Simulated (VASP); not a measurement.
# Al3InAs4 (I-42m) in VASP: further runs, part 2 of 2

VASP 6.6.1.

### 3 Single point, PBE

INCAR reads:

```
SYSTEM = Al3InAs4
PREC = Accurate
ENCUT = 520
EDIFF = 1E-7
ISMEAR = 0
SIGMA = 0.02
LREAL = .False.
LASPH = .True.
NELM = 100
ALGO = Normal
ISIF = 2
LWAVE = .False.
LCHARG = .False.
GGA = PE
NBANDS = 31
```

KPOINTS reads:

```
Automatic mesh
0
Gamma
  8 8 8
  0 0 0
```

POSCAR reads:

```
Al3InAs4
1.0
   -2.9186523000      2.9186523000      5.8284506000
    2.9186523000     -2.9186523000      5.8284506000
    2.9186523000      2.9186523000     -5.8284506000
Al In As
3 1 4
Direct
    0.7500000000      0.2500000000      0.5000000000
    0.5000000000      0.5000000000      0.0000000000
    0.2500000000      0.7500000000      0.5000000000
    0.0000000000      0.0000000000      0.0000000000
    0.8670580000      0.3940040000      0.0000000000
    0.6059960000      0.6059960000      0.4730540000
    0.3940040000      0.8670580000      0.0000000000
    0.1329420000      0.1329420000      0.5269460000
```

Potentials or basis: VASP PAW PBE potentials, release 64 (Al, In_d, As).

Run with:

```bash
cat potpaw_PBE.64/Al/POTCAR potpaw_PBE.64/In_d/POTCAR potpaw_PBE.64/As/POTCAR > POTCAR
mpirun -np 1 vasp_std > vasp.out
```

OUTCAR:

```text
SYSTEM = Al3InAs4
   PREC = Accurate
   ENCUT = 520
   EDIFF = 1E-7
   ISMEAR = 0
   LREAL = .False.
   LASPH = .True.
   NELM = 100
   ISIF = 2
   GGA = PE

 ion  position               nearest neighbor table
   1  0.750  0.250  0.500-   5 2.49   6 2.49   8 2.49   7 2.49
   2  0.500  0.500  0.000-   6 2.48   5 2.48   7 2.48   8 2.48
   3  0.250  0.750  0.500-   6 2.49   7 2.49   8 2.49   5 2.49
   4  0.000  0.000  0.000-   8 2.65   5 2.65   7 2.65   6 2.65
   5  0.867  0.394  0.000-   2 2.48   3 2.49   1 2.49   4 2.65
   6  0.606  0.606  0.473-   2 2.48   1 2.49   3 2.49   4 2.65
   7  0.394  0.867  0.000-   2 2.48   1 2.49   3 2.49   4 2.65
   8  0.133  0.133  0.527-   2 2.48   1 2.49   3 2.49   4 2.65

  LATTYP: Found a body centered tetragonal cell.
 ALAT       =     5.8373046000
 C/A-ratio  =     1.9969664081

  Lattice vectors:

 A1 = (  -2.9186523000,   2.9186523000,   5.8284506000)
 A2 = (   2.9186523000,  -2.9186523000,   5.8284506000)
 A3 = (   2.9186523000,   2.9186523000,  -5.8284506000)

Analysis of symmetry for initial positions (statically):
=====================================================================
 Subroutine PRICEL returns:
 Original cell was already a primitive cell.

 Routine SETGRP: Setting up the symmetry group for a
 body centered tetragonal supercell.

 Subroutine GETGRP returns: Found  8 space group operations
 (whereof  8 operations were pure point group operations)
 out of a pool of 16 trial point group operations.

The static configuration has the point symmetry D_2d.

Analysis of symmetry for dynamics (positions and initial velocities):
=====================================================================
 Subroutine PRICEL returns:
 Original cell was already a primitive cell.

 Routine SETGRP: Setting up the symmetry group for a
 body centered tetragonal supercell.

 Subroutine GETGRP returns: Found  8 space group operations
 (whereof  8 operations were pure point group operations)
 out of a pool of 16 trial point group operations.

The dynamic configuration has the point symmetry D_2d.

 Subroutine INISYM returns: Found  8 space group operations
 (whereof  8 operations are pure point group operations),
 and found     1 'primitive' translations

----------------------------------------------------------------------------------------

                                     Primitive cell

  volume of cell :     198.5994

  direct lattice vectors                    reciprocal lattice vectors
    -2.918652300  2.918652300  5.828450600     0.000000000  0.171311944  0.085786092
     2.918652300 -2.918652300  5.828450600     0.171311944  0.000000000  0.085786092
     2.918652300  2.918652300 -5.828450600     0.171311944  0.171311944  0.000000000

  length of vectors
     7.141981440  7.141981440  7.141981440     0.191590803  0.191590803  0.242271675

  position of ions in fractional coordinates (direct lattice)
     0.750000000  0.250000000  0.500000000
     0.500000000  0.500000000  0.000000000
     0.250000000  0.750000000  0.500000000
     0.000000000  0.000000000  0.000000000
     0.867058000  0.394004000  0.000000000
     0.605996000  0.605996000  0.473054000
[... 46 lines left out ...]
  0.500000  0.000000  0.000000      4.000000
  0.125000  0.125000  0.000000      8.000000
[... 16 lines left out ...]
  0.250000  0.125000  0.125000     16.000000
  0.375000  0.125000  0.125000      8.000000
 [... further k-points ...]
   k-points           NKPTS =     59   k-points in BZ     NKDIM =     59   number of bands    NBANDS=     31
   number of dos      NEDOS =    301   number of ions     NIONS =      8
   total plane-waves  NPLWV = 157464
   dimension x,y,z NGX =    54 NGY =   54 NGZ =   54
   dimension x,y,z NGXF=   108 NGYF=  108 NGZF=  108
   ions per type =               3   1   4
   NGX,Y,Z   is equivalent  to a cutoff of  12.57, 12.57, 12.57 a.u.
   NGXF,Y,Z  is equivalent  to a cutoff of  25.14, 25.14, 25.14 a.u.
 SYSTEM =  Al3InAs4
   PREC   = accura    normal or accurate (medium, high low for compatibility)
   ISTART =      0    job   : 0-new  1-cont  2-samecut
   ICHARG =      2    charge: 1-file 2-atom 10-const
   ISPIN  =      1    spin polarized calculation?
   LNONCOLLINEAR =      F non collinear calculations
   LSORBIT =      F    spin-orbit coupling
   LASPH  =      T    aspherical Exc in radial PAW
   ENCUT  =  520.0 eV  38.22 Ry    6.18 a.u.  13.28 13.28 13.28*2*pi/ulx,y,z
   NELM   =    100;   NELMIN=  2; NELMDL= -5     # of ELM steps
   EDIFF  = 0.1E-06   stopping-criterion for ELM
   LREAL  =      F    real-space projection
   EDIFFG = 0.1E-05   stopping-criterion for IOM
   NSW    =      0    number of steps for IOM
   IBRION =     -1    ionic relax: 0-MD 1-quasi-New 2-CG
   NFREE  =      0    steps in history (QN), initial steepest desc. (CG)
   ISIF   =      2    stress and relaxation
   ISYM   =      2    0-nonsym 1-usesym 2-fastsym
   POTIM  = 0.5000    time-step for ionic-motion
   TEBEG  =    0.0;   TEEND  =   0.0 temperature during run
   PSTRESS=    0.0 pullay stress
   NELECT =      42.0000    total number of electrons
   NUPDOWN=      -1.0000    fix difference up-down
   EMIN   =  10.00;   EMAX   =-10.00  energy-range for DOS
   EFERMI =   0.00;   METHOD = LEGACY
   ISMEAR =     0;   SIGMA  =   0.02  broadening in eV -4-tet -1-fermi 0-gaus
   EFERMI_NEDOS =   21; number of points for ismear=-14 and -15
   IALGO  =     38    algorithm
   IMIX   =      4    mixing-type and parameters
     AMIX     =   0.40;   BMIX     =  1.00
     AMIX_MAG =   1.60;   BMIX_MAG =  1.00
  volume/ion in A,a.u.               =      24.82       167.53
  Fermi-wavevector in a.u.,A,eV,Ry     =   0.975361  1.843165 12.943614  0.951329
  Thomas-Fermi vector in A             =   2.105894
   LORBIT       =      0    0 simple, 1 ext, 2 COOP (PROOUT), +10 PAW based schemes
   GGA     = PE    functional components
   LHFCALC =     F    Hartree Fock is set to
   AEXX    =    0.0000 exact exchange contribution
   IVDW    =     0    specifies the selected vdW correction
   LEPSILON=     F    determine dielectric tensor
   LRPA    =     F    only Hartree local field effects (RPA)
 non-spin polarized calculation
 Gauss-broadening in eV      SIGMA  =   0.02
  energy-cutoff  :      520.00
  volume of cell :      198.60
 maximum number of plane-waves:      5397
 NGX is ok and might be reduce to    54
   NGX = 27   NGY = 27   NGZ = 27

 number of electron      42.0000004 magnetization

 Free energy of the ion-electron system (eV)
  ---------------------------------------------------
  ext. energy  EPLUGINS =         0.00000000
  ---------------------------------------------------
  free energy    TOTEN  =       -35.84070416 eV

  energy without entropy =      -35.84070416  energy(sigma->0) =      -35.84070416

 E-fermi :   3.8556     XC(G=0):  -8.9182

 val. band max:        3.7226364721   @ k =   0.0000   0.0000   0.0000
 cond. band min:       4.8722559057   @ k =   0.0000   0.0000   0.0000
 fundamental gap:      1.1496194336
 Fermi energy:         3.8555523909

 k-point     1 :       0.0000    0.0000    0.0000
  band No.  band energies     occupation
      1     -10.3343      2.00000
      2     -10.3314      2.00000
      3     -10.3314      2.00000
      4     -10.2217      2.00000
      5     -10.2176      2.00000
      6      -7.9090      2.00000
[... 805 lines left out ...]
     30       9.0623      0.00000
     31       9.3077      0.00000

 [... further k-points ...]

------------------------ aborting loop because EDIFF is reached ----------------------------------------

  FORCE on cell =-STRESS in cart. coord.  units (eV):
  Direction    XX          YY          ZZ          XY          YZ          ZX
  --------------------------------------------------------------------------------------
  -------------------------------------------------------------------------------------
  Total        0.1407747      0.1407747      0.1385485      0.0000000      0.0000000      0.0000000
  in kB        1.1356833      1.1356833      1.1177239      0.0000000      0.0000000      0.0000000
  external PRESSURE =       1.1296969 kB  Pullay stress =       0.0000000 kB

 VOLUME and BASIS-vectors are now :
 -----------------------------------------------------------------------------
  energy-cutoff  :      520.00
  volume of cell :      198.60
      direct lattice vectors                 reciprocal lattice vectors
    -2.918652300  2.918652300  5.828450600     0.000000000  0.171311944  0.085786092
     2.918652300 -2.918652300  5.828450600     0.171311944  0.000000000  0.085786092
     2.918652300  2.918652300 -5.828450600     0.171311944  0.171311944  0.000000000

 POSITION                                       TOTAL-FORCE (eV/Angst)
 -----------------------------------------------------------------------------------
     -0.00000      2.91865      2.91423         0.000000      0.000000     -0.000000
      0.00000      0.00000      5.82845         0.000000      0.000000      0.000000
      2.91865     -0.00000      2.91423         0.000000     -0.000000      0.000000
      0.00000      0.00000      0.00000         0.000000      0.000000     -0.000000
     -1.38068      1.38068      7.35004        -0.003858      0.003858     -0.004633
      1.38068      1.38068      4.30686         0.003858      0.003858      0.004633
      1.38068     -1.38068      7.35004         0.003858     -0.003858     -0.004633
      1.53797      1.53797     -1.52159        -0.003858     -0.003858      0.004633
 -----------------------------------------------------------------------------------
    total drift:                               -0.000000     -0.000000     -0.000000

  FREE ENERGIE OF THE ION-ELECTRON SYSTEM (eV)
  ---------------------------------------------------
  free  energy   TOTEN  =       -35.8407041562 eV

  energy  without entropy=      -35.8407041562  energy(sigma->0) =      -35.84070416
```

Wall time 7.1 min (1 thread of Intel Xeon Platinum 8488C (Sapphire Rapids), shared host); peak memory 0.62 GiB.

Results:

```
Free energy            : -35.8407 eV
Pressure               : 0.1 GPa
Largest force          : 0.007 eV/Å
Band gap on the k mesh : 1.15 eV
```

Forces in eV/Å, atoms in the order of the input:
```
Al   0.000  0.000  0.000
Al   0.000  0.000  0.000
Al   0.000  0.000  0.000
In   0.000  0.000  0.000
As  -0.004  0.004 -0.005
As   0.004  0.004  0.005
As   0.004 -0.004 -0.005
As  -0.004 -0.004  0.005
```

Caveat: spin-orbit coupling is left out, which moves the levels of the heavy elements.

### 4 Relaxation of cell and atoms, PBE

INCAR reads:

```
SYSTEM = Al3InAs4
PREC = Accurate
ENCUT = 600
EDIFF = 1E-6
ISMEAR = 0
SIGMA = 0.01
LREAL = .FALSE.
LASPH = .TRUE.
NELM = 80
ALGO = Normal
ISIF = 3
LWAVE = .FALSE.
LCHARG = .FALSE.
GGA = PE
IBRION = 2
NSW = 80
EDIFFG = -0.001
```

KPOINTS reads:

```
regular mesh
0
G
  8 8 8
  0 0 0
```

POSCAR is that of step 3.

Run with:

```bash
cat potpaw_PBE.64/Al/POTCAR potpaw_PBE.64/In_d/POTCAR potpaw_PBE.64/As/POTCAR > POTCAR
mpirun -np 1 vasp_std > vasp.out
```

Wall time 57 min (1 thread of Oxide Virtual Turin-like, shared host); peak memory 0.75 GiB.

Results (log left out):

* Free energy: -35.8411 eV
* Relaxed volume: 24.87 Å³/atom
* Relaxed cell: a = 7.146 Å, b = 7.146 Å, c = 7.146 Å, α = 131.76°, β = 131.76°, γ = 70.61°
* Space group after relaxing (to 0.1 Å): I-42m (No. 121)
* Energy gained by relaxing: 0.0 meV/atom
* Ionic steps: 9
* Pressure after relaxing: 0.0 GPa
* Band gap on the k mesh: 1.14 eV

Step by step:
```
step  energy change (eV)  largest force (eV/Å)  pressure (GPa)  volume (Å³)
   1              0.0000                0.0071            0.11       198.60
   2             -0.0001                0.0054           -0.03       199.10
   3             -0.0001                0.0059            0.00       198.99
   4             -0.0001                0.0058            0.00       198.98
   5             -0.0001                0.0069            0.06       198.79
   6             -0.0001                0.0054            0.00       198.97
   7             -0.0001                0.0035            0.01       198.97
   8             -0.0001                0.0006            0.01       198.97
   9             -0.0001                0.0006            0.00       198.97
```

Final structure:
```xyz
8
Lattice="-2.9205 2.9205 5.8320 2.9205 -2.9205 5.8320 2.9205 2.9205 -5.8320" Properties=species:S:1:pos:R:3 pbc="T T T"
Al    0.0000    2.9205    2.9160
Al    0.0000    0.0000    5.8320
Al    2.9205    0.0000    2.9160
In    0.0000    0.0000    0.0000
As   -1.3820    1.3820    7.3539
As    1.3820    1.3820    4.3100
As    1.3820   -1.3820    7.3539
As    1.5385    1.5385   -1.5219
```

Levels at points of the mesh, in eV from the valence-band top:
```tsv
k point	band 19	band 20	band 21	band 22	band 23	band 24
(0.00, 0.00, 0.00)	-0.08	0.00	0.00	1.14	1.61	2.09
(0.50, 0.00, 0.00)	-1.52	-0.98	-0.89	3.22	3.40	3.46
(0.50, 0.50, 0.00)	-0.80	-0.62	-0.61	1.53	1.77	2.93
(0.50, 0.50, 0.50)	-1.51	-1.05	-1.05	1.59	1.59	1.76
```

Caveat: spin-orbit coupling is left out, which moves the levels of the heavy elements. A k mesh can miss the band edges.

### 5 Overview

```tsv
task	cell	cutoff (eV)	smearing	gap on the mesh (eV)	pressure (GPa)
single point	as given	520	gaussian 0.01 eV	1.15	0.1
single point	as given	520	gaussian 0.02 eV	1.15	0.1
relaxation of cell and atoms	relaxed	600	gaussian 0.01 eV	1.14	0.0
```

Alike in all rows: level PBE; potentials or basis VASP PAW PBE potentials, release 64 (Al, In_d, As); no spin polarisation; k mesh 8 × 8 × 8.

Caveats: spin-orbit coupling is left out, which moves the levels of the heavy elements.

Total energies depend on the potentials used, so only differences within one code and one set of settings carry meaning.
